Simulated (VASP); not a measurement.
Runs of VASP 6.6.1 on BN. The structure is that of space group P6_3/mmc (No. 194), or close to it. The cells are those of the table. 

| cell | gap on the mesh (eV) | pressure (GPa) |
| --- | --- | --- |
| a = 2.501, b = 2.501, c = 7.080 Å, angles 90.0, 90.0, 120.0°, 4 atoms | (c) | 0.2 |
| a = 2.501, b = 2.501, c = 6.943 Å, angles 90.0, 90.0, 120.0°, 4 atoms | 4.94 | 0.3 |
| a = 2.501, b = 2.501, c = 7.012 Å, angles 90.0, 90.0, 120.0°, 4 atoms | 4.96 | 0.2 |
| a = 2.501, b = 2.501, c = 6.805 Å, angles 90.0, 90.0, 120.0°, 4 atoms | 4.91 | (a) |
| a = 2.501, b = 2.501, c = 6.737 Å, angles 90.0, 90.0, 120.0°, 4 atoms | (b) | 0.5 |

Alike in all rows: task single point; level r2SCAN; potentials or basis VASP PAW PBE potentials, release 64 (B, N); no spin polarisation; k mesh 12 × 12 × 4; cutoff (eV) 520; smearing gaussian 0.05 eV.

Question: Estimate the missing entries.

Answer: (a) 0.4; (b) 4.90; (c) 4.97.

Caveats: the PAW data sets were made with another functional, which shifts forces and pressure a little.

A k mesh can miss the band edges.
